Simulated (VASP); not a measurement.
A run of VASP 6.6.1:

Contents of POSCAR:

```
TeAs2
1.0
   -3.5659802781      3.5659802781      2.8698801024
    3.5659802781     -3.5659802781      2.8698801024
    3.5659802781      3.5659802781     -2.8698801024
Te As
2 4
Direct
    0.7500000000      0.2500000000      0.5000000000
    0.0000000000      0.0000000000      0.0000000000
    0.3750000000      0.6250000000      0.2500000000
    0.3750000000      0.1250000000      0.7500000000
    0.3750000000      0.6250000000      0.7500000000
    0.8750000000      0.6250000000      0.2500000000
```

File INCAR.step1:

```
SYSTEM = TeAs2
PREC = Accurate
ENCUT = 520
ISMEAR = 0
SIGMA = 0.1
LREAL = .FALSE.
LASPH = .TRUE.
NELM = 60
NBANDS = 25
GGA = PE
ALGO = Normal
EDIFF = 1E-4
LWAVE = .TRUE.
LCHARG = .FALSE.
```

The input INCAR.step2:

```
SYSTEM = TeAs2
PREC = Accurate
ENCUT = 520
EDIFF = 1E-6
ISMEAR = 0
SIGMA = 0.1
LREAL = .FALSE.
LASPH = .TRUE.
NELM = 60
ALGO = Normal
ISIF = 2
LWAVE = .FALSE.
LCHARG = .FALSE.
METAGGA = R2SCAN
LMIXTAU = .TRUE.
NBANDS = 25
ISTART = 1
```

File KPOINTS:

```
Automatic mesh
0
G
  8 8 8
  0 0 0
```

Potentials or basis: VASP PAW PBE potentials, release 64 (Te, As).

The run is started by

```sh
$ cat potpaw_PBE.64/Te/POTCAR potpaw_PBE.64/As/POTCAR > POTCAR
$ cp INCAR.step1 INCAR
$ mpirun -np 1 vasp_std > vasp.out
$ cp INCAR.step2 INCAR
$ mpirun -np 1 vasp_std > vasp.out
```

Hardware: 1 thread of AMD EPYC 7571 (shared host).

Task: Estimate the wall time of this run.

Result: Run time: 32 min on 1 thread of AMD EPYC 7571 (shared host), peak memory 0.44 GiB. Counts: k points 59.
